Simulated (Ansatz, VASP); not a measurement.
**Two plane-wave programs on SrAl3O2**

```
Sr Al O
1.0
     3.07577    0.00000    0.00000
    -1.53788    2.66369    0.00000
     0.00000    0.00000   10.34568
Sr Al O
1 3 2
Direct
  0.00000 0.00000 0.00000
  0.66667 0.33333 0.29393
  0.33333 0.66667 0.70607
  0.00000 0.00000 0.50000
  0.66667 0.33333 0.80273
  0.33333 0.66667 0.19727
```

Change from the starting cell: species swapped into the Li3LaBi2 type (P-3m1, No. 164).

Alike in both runs: task relaxation of cell and atoms; functional PBE; k mesh 12 × 12 × 4; occupations gaussian, width 0.1 eV; no spin polarisation.

|  | VASP | Ansatz |
| --- | --- | --- |
| version | VASP 6.6.1 | Ansatz 0.2.0 |
| potentials or method | VASP PAW PBE potentials, release 64 (Sr_sv, Al, O), cutoff 600 eV | scalar-relativistic, plane waves, PAW |
| valence electrons in the cell | 31 | 31 |

|  | VASP | Ansatz | Ansatz less VASP |
| --- | --- | --- | --- |
| gap on the k mesh at the Fermi level, each at its own relaxed structure (eV) | none | none | - |
| relaxed volume (Å³/atom) | 14.00 | 13.98 | -0.025 |
| relaxed cell length with the largest relative difference (Å) | 3.073 | 3.071 | -0.0022 |

A gap of «none» marks a metal or a gap that the smearing closes.
